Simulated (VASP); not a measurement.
# AlC3 (Pm-3m) in VASP: notebook

Runs on AlC3. Level: PBE. Tasks: single point.

Program: VASP 6.6.1. These are calculated values, not measurements. Logs are shortened: lines on timing, memory, paths and dates and some standing lists are left out, and cuts for length are marked.

## (1) The cell of the first run

It takes space group Pm-3m (No. 221, cubic). The conventional cell has a = 3.116 Å, b = 3.116 Å, c = 3.116 Å, α = 90.00°, β = 90.00°, γ = 90.00°. Al (site symmetry m-3m) has 12 C at 2.20 Å within 2.9 Å. Within 2.9 Å of C (site symmetry 4/mmm) lie 4 Al at 2.20 Å and 8 C at 2.20 Å.

## (2) Single point, PBE

INCAR

```
SYSTEM = AlC3
  ALGO = Normal
  EDIFF = 1E-7
  ENCUT = 520
  GGA = PE
  ISIF = 2
  ISMEAR = -1
  LASPH = .True.
  LCHARG = .True.
  LELF = .True.
  LREAL = .False.
  LVHAR = .True.
  LWAVE = .False.
  NBANDS = 16
  NELM = 60
  PREC = Accurate
  SIGMA = 0.05
```

KPOINTS

```
k-points
0
Gamma
  6 6 6
  0 0 0
```

POSCAR

```
AlC3
1.0
    3.1161386786      0.0000000000      0.0000000000
    0.0000000000      3.1161386786      0.0000000000
    0.0000000000      0.0000000000      3.1161386786
Al C
1 3
Direct
    0.0000000000      0.0000000000      0.0000000000
    0.0000000000      0.5000000000      0.5000000000
    0.5000000000      0.0000000000      0.5000000000
    0.5000000000      0.5000000000      0.0000000000
```

Potentials or basis: VASP PAW PBE potentials, release 64 (Al, C).

On the command line:

```sh
$ cat potpaw_PBE.64/Al/POTCAR potpaw_PBE.64/C/POTCAR > POTCAR
$ mpirun -np 1 vasp_std > vasp.out
```

OUTCAR:

```text
SYSTEM = AlC3
   EDIFF = 1E-7
   ENCUT = 520
   GGA = PE
   ISIF = 2
   ISMEAR = -1
   LASPH = .True.
   LREAL = .False.
   NELM = 60
   PREC = Accurate

 ion  position               nearest neighbor table
   1  0.000  0.000  0.000-   2 2.20   3 2.20   4 2.20   2 2.20   3 2.20   2 2.20   4 2.20   2 2.20
                             3 2.20   4 2.20   3 2.20   4 2.20
   2  0.000  0.500  0.500-   1 2.20   1 2.20   1 2.20   1 2.20
   3  0.500  0.000  0.500-   1 2.20   1 2.20   1 2.20   1 2.20
   4  0.500  0.500  0.000-   1 2.20   1 2.20   1 2.20   1 2.20

  LATTYP: Found a simple cubic cell.
 ALAT       =     3.1161386786

  Lattice vectors:

 A1 = (   3.1161386786,   0.0000000000,   0.0000000000)
 A2 = (   0.0000000000,   3.1161386786,   0.0000000000)
 A3 = (   0.0000000000,   0.0000000000,   3.1161386786)

Analysis of symmetry for initial positions (statically):
=====================================================================
 Subroutine PRICEL returns:
 Original cell was already a primitive cell.

 Routine SETGRP: Setting up the symmetry group for a
 simple cubic supercell.

 Subroutine GETGRP returns: Found 48 space group operations
 (whereof 48 operations were pure point group operations)
 out of a pool of 48 trial point group operations.

The static configuration has the point symmetry O_h .

Analysis of symmetry for dynamics (positions and initial velocities):
=====================================================================
 Subroutine PRICEL returns:
 Original cell was already a primitive cell.

 Routine SETGRP: Setting up the symmetry group for a
 simple cubic supercell.

 Subroutine GETGRP returns: Found 48 space group operations
 (whereof 48 operations were pure point group operations)
 out of a pool of 48 trial point group operations.

The dynamic configuration has the point symmetry O_h .

 Subroutine INISYM returns: Found 48 space group operations
 (whereof 48 operations are pure point group operations),
 and found     1 'primitive' translations

----------------------------------------------------------------------------------------

                                     Primitive cell

  volume of cell :      30.2587

  direct lattice vectors                    reciprocal lattice vectors
     3.116138679  0.000000000  0.000000000     0.320909980  0.000000000  0.000000000
     0.000000000  3.116138679  0.000000000     0.000000000  0.320909980  0.000000000
     0.000000000  0.000000000  3.116138679     0.000000000  0.000000000  0.320909980

  length of vectors
     3.116138679  3.116138679  3.116138679     0.320909980  0.320909980  0.320909980

  position of ions in fractional coordinates (direct lattice)
     0.000000000  0.000000000  0.000000000
     0.000000000  0.500000000  0.500000000
     0.500000000  0.000000000  0.500000000
     0.500000000  0.500000000  0.000000000

  ion indices of the primitive-cell ions
   primitive index   ion index
                 1           1
                 2           2
                 3           3
                 4           4

----------------------------------------------------------------------------------------

 KPOINTS: k-points

Automatic generation of k-mesh.
 Grid dimensions read from file:
 generate k-points for:    6    6    6

 Generating k-lattice:

  Cartesian coordinates                     Fractional coordinates (reciprocal lattice)
     0.053484997  0.000000000  0.000000000     0.166666667  0.000000000  0.000000000
     0.000000000  0.053484997  0.000000000     0.000000000  0.166666667  0.000000000
     0.000000000  0.000000000  0.053484997     0.000000000  0.000000000  0.166666667

  Length of vectors
     0.053484997  0.053484997  0.053484997

  Shift w.r.t. Gamma in fractional coordinates (k-lattice)
     0.000000000  0.000000000  0.000000000

 Subroutine IBZKPT returns following result:
 ===========================================

 Found     20 irreducible k-points:

 Following reciprocal coordinates:
            Coordinates               Weight
  0.000000  0.000000  0.000000      1.000000
  0.166667  0.000000  0.000000      6.000000
  0.333333  0.000000  0.000000      6.000000
  0.500000  0.000000  0.000000      3.000000
  0.166667  0.166667  0.000000     12.000000
  0.333333  0.166667  0.000000     24.000000
[... 12 lines left out ...]
  0.500000  0.500000  0.333333      6.000000
  0.500000  0.500000  0.500000      1.000000
   k-points           NKPTS =     20   k-points in BZ     NKDIM =     20   number of bands    NBANDS=     16
   number of dos      NEDOS =    301   number of ions     NIONS =      4
   total plane-waves  NPLWV =  13824
   dimension x,y,z NGX =    24 NGY =   24 NGZ =   24
   dimension x,y,z NGXF=    48 NGYF=   48 NGZF=   48
   ions per type =               1   3
   NGX,Y,Z   is equivalent  to a cutoff of  12.80, 12.80, 12.80 a.u.
   NGXF,Y,Z  is equivalent  to a cutoff of  25.61, 25.61, 25.61 a.u.
 SYSTEM =  AlC3
   PREC   = accura    normal or accurate (medium, high low for compatibility)
   ISTART =      0    job   : 0-new  1-cont  2-samecut
   ICHARG =      2    charge: 1-file 2-atom 10-const
   ISPIN  =      1    spin polarized calculation?
   LNONCOLLINEAR =      F non collinear calculations
   LSORBIT =      F    spin-orbit coupling
   LASPH  =      T    aspherical Exc in radial PAW
   ENCUT  =  520.0 eV  38.22 Ry    6.18 a.u.   5.79  5.79  5.79*2*pi/ulx,y,z
   NELM   =     60;   NELMIN=  2; NELMDL= -5     # of ELM steps
   EDIFF  = 0.1E-06   stopping-criterion for ELM
   LREAL  =      F    real-space projection
   EDIFFG = 0.1E-05   stopping-criterion for IOM
   NSW    =      0    number of steps for IOM
   IBRION =     -1    ionic relax: 0-MD 1-quasi-New 2-CG
   NFREE  =      0    steps in history (QN), initial steepest desc. (CG)
   ISIF   =      2    stress and relaxation
   ISYM   =      2    0-nonsym 1-usesym 2-fastsym
   POTIM  = 0.5000    time-step for ionic-motion
   TEBEG  =    0.0;   TEEND  =   0.0 temperature during run
   PSTRESS=    0.0 pullay stress
   NELECT =      15.0000    total number of electrons
   NUPDOWN=      -1.0000    fix difference up-down
   EMIN   =  10.00;   EMAX   =-10.00  energy-range for DOS
   EFERMI =   0.00;   METHOD = LEGACY
   ISMEAR =    -1;   SIGMA  =   0.05  broadening in eV -4-tet -1-fermi 0-gaus
   EFERMI_NEDOS =   21; number of points for ismear=-14 and -15
   IALGO  =     38    algorithm
   IMIX   =      4    mixing-type and parameters
     AMIX     =   0.40;   BMIX     =  1.00
     AMIX_MAG =   1.60;   BMIX_MAG =  1.00
  volume/ion in A,a.u.               =       7.56        51.05
  Fermi-wavevector in a.u.,A,eV,Ry     =   1.295652  2.448428 22.840303  1.678715
  Thomas-Fermi vector in A             =   2.427158
   LORBIT       =      0    0 simple, 1 ext, 2 COOP (PROOUT), +10 PAW based schemes
   GGA     = PE    functional components
   LHFCALC =     F    Hartree Fock is set to
   AEXX    =    0.0000 exact exchange contribution
   IVDW    =     0    specifies the selected vdW correction
   LEPSILON=     F    determine dielectric tensor
   LRPA    =     F    only Hartree local field effects (RPA)
 non-spin polarized calculation
  energy-cutoff  :      520.00
  volume of cell :       30.26
 maximum number of plane-waves:       840
 NGX is ok and might be reduce to    24
   NGX = 11   NGY = 11   NGZ = 11

 number of electron      15.0000000 magnetization

 Free energy of the ion-electron system (eV)
  ---------------------------------------------------
  ext. energy  EPLUGINS =         0.00000000
  ---------------------------------------------------
  free energy    TOTEN  =       -20.47610733 eV

  energy without entropy =      -20.45912920  energy(sigma->0) =      -20.46761826

 E-fermi :  10.6321     XC(G=0): -12.6657

 val. band max:       10.6057623561   @ k =   0.3333   0.1667   0.1667
 cond. band min:      10.6355616652   @ k =   0.5000   0.5000   0.3333
 fundamental gap:      0.0297993091
 Fermi energy:        10.6321467271

 k-point     1 :       0.0000    0.0000    0.0000
  band No.  band energies     occupation
      1      -8.0810      2.00000
      2       3.8292      2.00000
      3       3.8292      2.00000
      4       3.8986      2.00000
      5       3.8986      2.00000
      6       3.8986      2.00000
[... 8 lines left out ...]
     15      21.6146      0.00000
     16      23.1111      0.00000

 k-point     2 :       0.1667    0.0000    0.0000
  band No.  band energies     occupation
      1      -7.7190      2.00000
      2       0.6699      2.00000
      3       4.0823      2.00000
      4       4.2302      2.00000
      5       4.2302      2.00000
      6       6.6745      2.00000
[... 8 lines left out ...]
     15      22.9183      0.00000
     16      23.3791      0.00000

 k-point     3 :       0.3333    0.0000    0.0000
  band No.  band energies     occupation
      1      -6.6537      2.00000
      2      -2.2706      2.00000
      3       4.7549      2.00000
      4       5.1713      2.00000
      5       5.1713      2.00000
      6       8.7555      2.00000
[... 8 lines left out ...]
     15      22.8328      0.00000
     16      22.8328      0.00000

 k-point     4 :       0.5000    0.0000    0.0000
  band No.  band energies     occupation
      1      -5.3288      2.00000
      2      -4.2424      2.00000
      3       5.2817      2.00000
      4       6.1105      2.00000
      5       6.1105      2.00000
      6       7.9848      2.00000
[... 8 lines left out ...]
     15      22.4346      0.00000
     16      22.4346      0.00000
[... 248 lines left out ...]
 k-point    18 :       0.5000    0.3333    0.3333
  band No.  band energies     occupation
      1      -2.5624      2.00000
      2      -1.6971      2.00000
      3       0.7795      2.00000
      4       2.5018      2.00000
      5       2.6737      2.00000
      6       3.5619      2.00000
[... 8 lines left out ...]
     15      24.5292      0.00000
     16      25.7672      0.00000

 k-point    19 :       0.5000    0.5000    0.3333
  band No.  band energies     occupation
      1      -0.9831      2.00000
      2      -0.8300      2.00000
      3      -0.8300      2.00000
      4       1.5595      2.00000
      5       3.4441      2.00000
      6       3.5586      2.00000
[... 8 lines left out ...]
     15      25.8973      0.00000
     16      25.8973      0.00000

 k-point    20 :       0.5000    0.5000    0.5000
  band No.  band energies     occupation
      1       0.1520      2.00000
      2       0.1520      2.00000
      3       0.1520      2.00000
      4       1.6673      2.00000
      5       1.9573      2.00000
      6       1.9573      2.00000
[... 8 lines left out ...]
     15      26.9892      0.00000
     16      26.9892      0.00000

------------------------ aborting loop because EDIFF is reached ----------------------------------------

  FORCE on cell =-STRESS in cart. coord.  units (eV):
  Direction    XX          YY          ZZ          XY          YZ          ZX
  --------------------------------------------------------------------------------------
  -------------------------------------------------------------------------------------
  Total        3.7817818      3.7817818      3.7817818      0.0000000      0.0000000      0.0000000
  in kB      200.2427147    200.2427147    200.2427147      0.0000000      0.0000000      0.0000000
  external PRESSURE =     200.2427147 kB  Pullay stress =       0.0000000 kB

 VOLUME and BASIS-vectors are now :
 -----------------------------------------------------------------------------
  energy-cutoff  :      520.00
  volume of cell :       30.26
      direct lattice vectors                 reciprocal lattice vectors
     3.116138679  0.000000000  0.000000000     0.320909980  0.000000000  0.000000000
     0.000000000  3.116138679  0.000000000     0.000000000  0.320909980  0.000000000
     0.000000000  0.000000000  3.116138679     0.000000000  0.000000000  0.320909980

 POSITION                                       TOTAL-FORCE (eV/Angst)
 -----------------------------------------------------------------------------------
      0.00000      0.00000      0.00000         0.000000      0.000000      0.000000
      0.00000      1.55807      1.55807         0.000000      0.000000      0.000000
      1.55807      0.00000      1.55807         0.000000      0.000000      0.000000
      1.55807      1.55807      0.00000         0.000000      0.000000      0.000000
 -----------------------------------------------------------------------------------
    total drift:                                0.000000     -0.000000     -0.000000

  FREE ENERGIE OF THE ION-ELECTRON SYSTEM (eV)
  ---------------------------------------------------
  free  energy   TOTEN  =       -20.4761073269 eV

  energy  without entropy=      -20.4591291953  energy(sigma->0) =      -20.46761826
```

Run time: 6.6 s. Hardware: 1 thread of Intel Xeon Platinum 8375C at 2.90GHz (Ice Lake), shared host; peak memory 0.13 GiB.

Results:

```yaml
Free_energy: -20.4761 eV
Pressure: 20.0 GPa
```

(Part 1 of 2 ends here.)
